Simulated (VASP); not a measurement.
# LaH3 (I4/mmm) in VASP: a series of runs, part 2 of 2

VASP 6.6.1.

## (3) Single point, LDA (volume scaled by 0.98)

The input, INCAR:

```
ALGO     = Normal         # electronic algorithm
EDIFF    = 1E-6           # SCF threshold, eV
ENCUT    = 520            # plane-wave cutoff, eV
GGA      = CA             # functional
ISIF     = 2              # what is computed and relaxed
ISMEAR   = 0              # smearing method
LASPH    = T              # aspherical terms in the spheres
LCHARG   = F              # write CHGCAR
LREAL    = F              # projectors in reciprocal space
LWAVE    = F              # write WAVECAR
NBANDS   = 15             # bands
NELM     = 60             # most SCF steps
PREC     = Accurate       # precision mode
SIGMA    = 0.05           # smearing width, eV
```

The input, KPOINTS:

```
k-points
0
Gamma
  8 8 8
```

The input, POSCAR:

```
LaH3
1.0
   -1.9097003927      1.9097003927      2.7445967515
    1.9097003927     -1.9097003927      2.7445967515
    1.9097003927      1.9097003927     -2.7445967515
H La
3 1
Direct
    0.7500000000      0.2500000000      0.5000000000
    0.2500000000      0.7500000000      0.5000000000
    0.5000000000      0.5000000000      0.0000000000
    0.0000000000      0.0000000000      0.0000000000
```

Potentials or basis: VASP PAW LDA potentials, release 64 (H, La).

Started as:

```console
cat potpaw_LDA.64/H/POTCAR potpaw_LDA.64/La/POTCAR > POTCAR
mpirun -np 1 vasp_std > vasp.out
```

OUTCAR:

```text
EDIFF = 1E-6
   ENCUT = 520
   GGA = CA
   ISIF = 2
   ISMEAR = 0
   LASPH = T
   LREAL = F
   NELM = 60
   PREC = Accurate

 ion  position               nearest neighbor table
   1  0.750  0.250  0.500-
   2  0.250  0.750  0.500-
   3  0.500  0.500  0.000-
   4  0.000  0.000  0.000-

  LATTYP: Found a body centered tetragonal cell.
 ALAT       =     3.8194007854
 C/A-ratio  =     1.4371870907

  Lattice vectors:

 A1 = (  -1.9097003927,   1.9097003927,   2.7445967515)
 A2 = (   1.9097003927,  -1.9097003927,   2.7445967515)
 A3 = (   1.9097003927,   1.9097003927,  -2.7445967515)

Analysis of symmetry for initial positions (statically):
=====================================================================
 Subroutine PRICEL returns:
 Original cell was already a primitive cell.

 Routine SETGRP: Setting up the symmetry group for a
 body centered tetragonal supercell.

 Subroutine GETGRP returns: Found 16 space group operations
 (whereof 16 operations were pure point group operations)
 out of a pool of 16 trial point group operations.

The static configuration has the point symmetry D_4h.

Analysis of symmetry for dynamics (positions and initial velocities):
=====================================================================
 Subroutine PRICEL returns:
 Original cell was already a primitive cell.

 Routine SETGRP: Setting up the symmetry group for a
 body centered tetragonal supercell.

 Subroutine GETGRP returns: Found 16 space group operations
 (whereof 16 operations were pure point group operations)
 out of a pool of 16 trial point group operations.

The dynamic configuration has the point symmetry D_4h.

 Subroutine INISYM returns: Found 16 space group operations
 (whereof 16 operations are pure point group operations),
 and found     1 'primitive' translations

----------------------------------------------------------------------------------------

                                     Primitive cell

  volume of cell :      40.0377

  direct lattice vectors                    reciprocal lattice vectors
    -1.909700393  1.909700393  2.744596752     0.000000000  0.261821175  0.182176125
     1.909700393 -1.909700393  2.744596752     0.261821175  0.000000000  0.182176125
     1.909700393  1.909700393 -2.744596752     0.261821175  0.261821175  0.000000000

  length of vectors
     3.850548339  3.850548339  3.850548339     0.318964681  0.318964681  0.370271056

  position of ions in fractional coordinates (direct lattice)
     0.750000000  0.250000000  0.500000000
     0.250000000  0.750000000  0.500000000
     0.500000000  0.500000000  0.000000000
     0.000000000  0.000000000  0.000000000

  ion indices of the primitive-cell ions
   primitive index   ion index
                 1           1
                 2           2
                 3           3
                 4           4

----------------------------------------------------------------------------------------

 KPOINTS: k-points

Automatic generation of k-mesh.
 Grid dimensions read from file:
 generate k-points for:    8    8    8

 Generating k-lattice:
[... 45 lines left out ...]
   number of dos      NEDOS =    301   number of ions     NIONS =      4
   total plane-waves  NPLWV =  27000
   dimension x,y,z NGX =    30 NGY =   30 NGZ =   30
   dimension x,y,z NGXF=    60 NGYF=   60 NGZF=   60
   ions per type =               3   1
   NGX,Y,Z   is equivalent  to a cutoff of  12.95, 12.95, 12.95 a.u.
   NGXF,Y,Z  is equivalent  to a cutoff of  25.90, 25.90, 25.90 a.u.
 SYSTEM =  unknown system
   PREC   = accura    normal or accurate (medium, high low for compatibility)
   ISTART =      0    job   : 0-new  1-cont  2-samecut
   ICHARG =      2    charge: 1-file 2-atom 10-const
   ISPIN  =      1    spin polarized calculation?
   LNONCOLLINEAR =      F non collinear calculations
   LSORBIT =      F    spin-orbit coupling
   LASPH  =      T    aspherical Exc in radial PAW
   ENCUT  =  520.0 eV  38.22 Ry    6.18 a.u.   7.16  7.16  7.16*2*pi/ulx,y,z
   NELM   =     60;   NELMIN=  2; NELMDL= -5     # of ELM steps
   EDIFF  = 0.1E-05   stopping-criterion for ELM
   LREAL  =      F    real-space projection
   EDIFFG = 0.1E-04   stopping-criterion for IOM
   NSW    =      0    number of steps for IOM
   IBRION =     -1    ionic relax: 0-MD 1-quasi-New 2-CG
   NFREE  =      0    steps in history (QN), initial steepest desc. (CG)
   ISIF   =      2    stress and relaxation
   ISYM   =      2    0-nonsym 1-usesym 2-fastsym
   POTIM  = 0.5000    time-step for ionic-motion
   TEBEG  =    0.0;   TEEND  =   0.0 temperature during run
   PSTRESS=    0.0 pullay stress
   NELECT =      14.0000    total number of electrons
   NUPDOWN=      -1.0000    fix difference up-down
   EMIN   =  10.00;   EMAX   =-10.00  energy-range for DOS
   EFERMI =   0.00;   METHOD = LEGACY
   ISMEAR =     0;   SIGMA  =   0.05  broadening in eV -4-tet -1-fermi 0-gaus
   EFERMI_NEDOS =   21; number of points for ismear=-14 and -15
   IALGO  =     38    algorithm
   IMIX   =      4    mixing-type and parameters
     AMIX     =   0.40;   BMIX     =  1.00
     AMIX_MAG =   1.60;   BMIX_MAG =  1.00
  volume/ion in A,a.u.               =      10.01        67.55
  Fermi-wavevector in a.u.,A,eV,Ry     =   1.153350  2.179516 18.098695  1.330217
  Thomas-Fermi vector in A             =   2.289995
   LORBIT       =      0    0 simple, 1 ext, 2 COOP (PROOUT), +10 PAW based schemes
   GGA     = CA    functional components
   LHFCALC =     F    Hartree Fock is set to
   AEXX    =    0.0000 exact exchange contribution
   IVDW    =     0    specifies the selected vdW correction
   LEPSILON=     F    determine dielectric tensor
   LRPA    =     F    only Hartree local field effects (RPA)
 non-spin polarized calculation
 Gauss-broadening in eV      SIGMA  =   0.05
  energy-cutoff  :      520.00
  volume of cell :       40.04
 maximum number of plane-waves:      1087
 NGX is ok and might be reduce to    30
   NGX = 15   NGY = 15   NGZ = 15

 number of electron      14.0000000 magnetization

 Free energy of the ion-electron system (eV)
  ---------------------------------------------------
  ext. energy  EPLUGINS =         0.00000000
  ---------------------------------------------------
  free energy    TOTEN  =       -18.61786957 eV

  energy without entropy =      -18.61769395  energy(sigma->0) =      -18.61778176

 E-fermi :   8.2772     XC(G=0): -10.6132

 val. band max:        8.0420612591   @ k =   0.1250   0.0000   0.0000
 cond. band min:       8.3010272256   @ k =   0.5000   0.0000   0.0000
 fundamental gap:      0.2589659665
 Fermi energy:         8.2771767927

 k-point     1 :       0.0000    0.0000    0.0000
  band No.  band energies     occupation
      1     -24.7550      2.00000
      2      -7.9334      2.00000
      3      -7.9266      2.00000
      4      -7.9266      2.00000
      5       0.0698      2.00000
      6       5.2514      2.00000
      7       8.4915      0.00000
      8       8.6081      0.00000
      9       8.6081      0.00000
     10       9.0075      0.00000
     11       9.5816      0.00000
     12       9.6201      0.00000
     13       9.6201      0.00000
     14      10.2994      0.00000
[... 401 lines left out ...]
      2      -9.2491      2.00000
      3      -8.5270      2.00000
      4      -8.2155      2.00000
      5       2.9564      2.00000
      6       3.8931      2.00000
      7       4.6140      2.00000
      8       8.9162      0.00000
      9       9.5183      0.00000
     10       9.7142      0.00000
     11       9.8618      0.00000
     12      10.1417      0.00000
     13      10.1715      0.00000
     14      10.1729      0.00000
     15      10.5886      0.00000

 [... further k-points ...]

------------------------ aborting loop because EDIFF is reached ----------------------------------------

  FORCE on cell =-STRESS in cart. coord.  units (eV):
  Direction    XX          YY          ZZ          XY          YZ          ZX
  --------------------------------------------------------------------------------------
  -------------------------------------------------------------------------------------
  Total        0.4373576      0.4373576      0.4016448      0.0000000     -0.0000000      0.0000000
  in kB       17.5016200     17.5016200     16.0725096      0.0000000     -0.0000000      0.0000000
  external PRESSURE =      17.0252499 kB  Pullay stress =       0.0000000 kB

 VOLUME and BASIS-vectors are now :
 -----------------------------------------------------------------------------
  energy-cutoff  :      520.00
  volume of cell :       40.04
      direct lattice vectors                 reciprocal lattice vectors
    -1.909700393  1.909700393  2.744596752     0.000000000  0.261821175  0.182176125
     1.909700393 -1.909700393  2.744596752     0.261821175  0.000000000  0.182176125
     1.909700393  1.909700393 -2.744596752     0.261821175  0.261821175  0.000000000

 POSITION                                       TOTAL-FORCE (eV/Angst)
 -----------------------------------------------------------------------------------
     -0.00000      1.90970      1.37230        -0.000000     -0.000000     -0.000000
      1.90970     -0.00000      1.37230         0.000000      0.000000     -0.000000
      0.00000      0.00000      2.74460        -0.000000      0.000000      0.000000
      0.00000      0.00000      0.00000        -0.000000      0.000000      0.000000
 -----------------------------------------------------------------------------------
    total drift:                                0.000000      0.000000      0.000000

  FREE ENERGIE OF THE ION-ELECTRON SYSTEM (eV)
  ---------------------------------------------------
  free  energy   TOTEN  =       -18.6178695654 eV

  energy  without entropy=      -18.6176939502  energy(sigma->0) =      -18.61778176
```

Run time: 20 s. Hardware: 1 thread of Intel Xeon 6975P-C (Granite Rapids), shared host; peak memory 0.18 GiB.

What came out:

```yaml
Free_energy: -18.6179 eV
Pressure: 1.7 GPa
Band_gap_on_the_k_mesh: zero (band 7 reaches 8.49 eV, above the bottom of band 8 at 8.30 eV)
```

Caveat: the cell differs from its parent crystal (volume scaled by 0.98); spin-orbit coupling is left out, which moves the levels of the heavy elements.

## (4) Single point, LDA

This run uses another cell than the first one, of 10.21 Å³/atom, 1.042 times its volume.

The input, INCAR:

```
SYSTEM = LaH3
PREC = Accurate ; ENCUT = 520
EDIFF = 1E-7 ; ISMEAR = 0
SIGMA = 0.05 ; LREAL = .FALSE.
LASPH = .TRUE. ; NELM = 60
ALGO = Normal ; ISIF = 2
LWAVE = .FALSE. ; LCHARG = .FALSE.
GGA = CA ; NBANDS = 15
```

The input, KPOINTS:

```
Automatic mesh
0
G
  8 8 8
  0 0 0
```

The input, POSCAR:

```
LaH3
1.0
   -1.9226041652      1.9226041652      2.7631418867
    1.9226041652     -1.9226041652      2.7631418867
    1.9226041652      1.9226041652     -2.7631418867
H La
3 1
Direct
    0.7500000000      0.2500000000      0.5000000000
    0.2500000000      0.7500000000      0.5000000000
    0.5000000000      0.5000000000      0.0000000000
    0.0000000000      0.0000000000      0.0000000000
```

Potentials or basis: VASP PAW LDA potentials, release 64 (H, La).

Started as:

```console
cat potpaw_LDA.64/H/POTCAR potpaw_LDA.64/La/POTCAR > POTCAR
mpirun -np 1 vasp_std > vasp.out
```

OUTCAR:

```text
SYSTEM = LaH3
   PREC = Accurate
   ENCUT = 520
   EDIFF = 1E-7
   ISMEAR = 0
   LREAL = .FALSE.
   LASPH = .TRUE.
   NELM = 60
   ISIF = 2
   GGA = CA

 ion  position               nearest neighbor table
   1  0.750  0.250  0.500-
   2  0.250  0.750  0.500-
   3  0.500  0.500  0.000-
   4  0.000  0.000  0.000-

  LATTYP: Found a body centered tetragonal cell.
 ALAT       =     3.8452083304
 C/A-ratio  =     1.4371870907

  Lattice vectors:

 A1 = (  -1.9226041652,   1.9226041652,   2.7631418867)
[... 617 lines left out ...]
     13       9.8952      0.00000
     14       9.8971      0.00000
     15      10.3073      0.00000

 [... further k-points ...]
[... 5 lines left out ...]
  --------------------------------------------------------------------------------------
  -------------------------------------------------------------------------------------
  Total       -0.0328611     -0.0328611     -0.0685907      0.0000000     -0.0000000      0.0000000
  in kB       -1.2886947     -1.2886947     -2.6898814      0.0000000     -0.0000000      0.0000000
  external PRESSURE =      -1.7557570 kB  Pullay stress =       0.0000000 kB

 VOLUME and BASIS-vectors are now :
 -----------------------------------------------------------------------------
  energy-cutoff  :      520.00
  volume of cell :       40.85
      direct lattice vectors                 reciprocal lattice vectors
    -1.922604165  1.922604165  2.763141887     0.000000000  0.260063933  0.180953429
     1.922604165 -1.922604165  2.763141887     0.260063933  0.000000000  0.180953429
     1.922604165  1.922604165 -2.763141887     0.260063933  0.260063933  0.000000000

 POSITION                                       TOTAL-FORCE (eV/Angst)
 -----------------------------------------------------------------------------------
      0.00000      1.92260      1.38157        -0.000000      0.000000      0.000000
      1.92260      0.00000      1.38157         0.000000     -0.000000     -0.000000
      0.00000      0.00000      2.76314        -0.000000     -0.000000      0.000000
      0.00000      0.00000      0.00000        -0.000000     -0.000000      0.000000
 -----------------------------------------------------------------------------------
    total drift:                                0.000000      0.000000      0.000000

  FREE ENERGIE OF THE ION-ELECTRON SYSTEM (eV)
  ---------------------------------------------------
  free  energy   TOTEN  =       -18.6224199309 eV

  energy  without entropy=      -18.6222442809  energy(sigma->0) =      -18.62233211
```

Wall time 22 s (1 thread of Intel Xeon 6975P-C (Granite Rapids), shared host); peak memory 0.18 GiB.

What came out:

| Property | Result |
| --- | --- |
| Free energy | -18.6224 eV |
| Pressure | -0.2 GPa |
| Band gap on the k mesh | zero (band 7 reaches 8.29 eV, above the bottom of band 8 at 8.11 eV) |

Stress tensor (GPa, compression positive):
```
-0.13  0.00  0.00
 0.00 -0.13  0.00
 0.00  0.00 -0.27
```

Levels at points of the mesh, in eV from the Fermi level:
```tsv
k point	band 5	band 6	band 7	band 8	band 9	band 10
(0.00, 0.00, 0.00)	-8.16	-3.00	0.21	0.32	0.32	0.68
(0.50, 0.00, 0.00)	-6.17	-3.84	-2.14	0.02	0.17	1.36
(0.50, 0.50, 0.00)	-5.82	-5.66	-2.79	1.33	1.37	1.47
(0.50, 0.50, 0.50)	-5.72	-5.65	-2.86	1.36	1.36	1.49
```

Caveat: spin-orbit coupling is left out, which moves the levels of the heavy elements.

## (5) Summary

```csv
cell,gap on the mesh (eV),pressure (GPa)
"a = 3.824 Å, angles 120.5, 120.5, 89.1°, 4 atoms",none,3.8
"a = 3.851 Å, angles 120.5, 120.5, 89.1°, 4 atoms",none,1.7
"a = 3.877 Å, angles 120.5, 120.5, 89.1°, 4 atoms",none,-0.2
```

Alike in all rows: task single point; level LDA; potentials or basis VASP PAW LDA potentials, release 64 (H, La); no spin polarisation; k mesh 8 × 8 × 8; cutoff (eV) 520; smearing gaussian 0.05 eV.

Caveats: spin-orbit coupling is left out, which moves the levels of the heavy elements.

Absolute energies hang on the potentials; compare differences alone.
